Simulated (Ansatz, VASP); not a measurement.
## One calculation of Au, two programs

The input INCAR:

```
PREC = Accurate
ENCUT = 600
EDIFF = 1E-6
ISMEAR = 0
SIGMA = 0.1
LREAL = False
LASPH = True
NELM = 100
ALGO = Normal
ISIF = 3
LWAVE = False
LCHARG = False
GGA = CA
IBRION = 2
NSW = 100
EDIFFG = -0.002
```

File KPOINTS:

```
Automatic mesh
0
Gamma
  14 14 14
```

The input POSCAR:

```
Au
1.0
    0.0000000000      2.0585000000      2.0585000000
    2.0585000000      0.0000000000      2.0585000000
    2.0585000000      2.0585000000      0.0000000000
Au
1
Direct
    0.0000000000      0.0000000000      0.0000000000
```

Input for Ansatz:

```yaml
crystal:
  lattice:
    - [0.0, 2.0585, 2.0585]
    - [2.0585, 0.0, 2.0585]
    - [2.0585, 2.0585, 0.0]
  atoms:
    - { symbol: Au, position: [0.0, 0.0, 0.0] }
basis:
  ecutwfc: 420
kpoints:
  mp_grid: { grid: [14, 14, 14] }
hamiltonian:
  xc: lda
  pseudopotentials: { kind: paw, azcp: { folder: soft_1 } }
scf:
  occupations: { method: gaussian, width: 0.1 }
output:
  forces: true
  stress: true
  eigenvalues: true
  write_density: true
  write_potential: true
  elf: true
  volumetric_format: npy
relax:
  adjacent_minimum: "off"
  f_tol: 0.002
  max_steps: 80
  cell: { stress_tol: 0.02 }
```

Alike in both runs: task relaxation of cell and atoms; functional LDA; k mesh 14 × 14 × 14; occupations gaussian, width 0.1 eV; no spin polarisation.

|  | VASP | Ansatz |
| --- | --- | --- |
| version | VASP 6.6.1 | Ansatz 0.2.0 |
| potentials or method | VASP PAW LDA potentials, release 64 (Au), cutoff 600 eV | scalar-relativistic, plane waves, PAW |
| valence electrons in the cell | 11 | 19 |

VASP gave:

| Quantity | Value |
| --- | --- |
| gap on the k mesh at the Fermi level, each at its own relaxed structure (eV) | none |
| relaxed volume (Å³/atom) | 16.63 |
| relaxed cell length with the largest relative difference (Å) | 2.865 |

Which values does Ansatz return?

gap on the k mesh at the Fermi level, each at its own relaxed structure (eV): none; relaxed volume (Å³/atom): 16.58; relaxed cell length with the largest relative difference (Å): 2.862.

Ansatz warns that its potentials were made for another functional, while VASP's fit it. LDA's correlation is that of Perdew and Zunger in VASP and of Perdew and Wang (1992) in Ansatz. A gap of «none» marks a metal or a gap that the smearing closes. VASP's potentials hold 11 valence electrons a cell and Ansatz's 19, so a difference there can come from the potentials and not from the codes.

Spin-orbit coupling is off throughout.
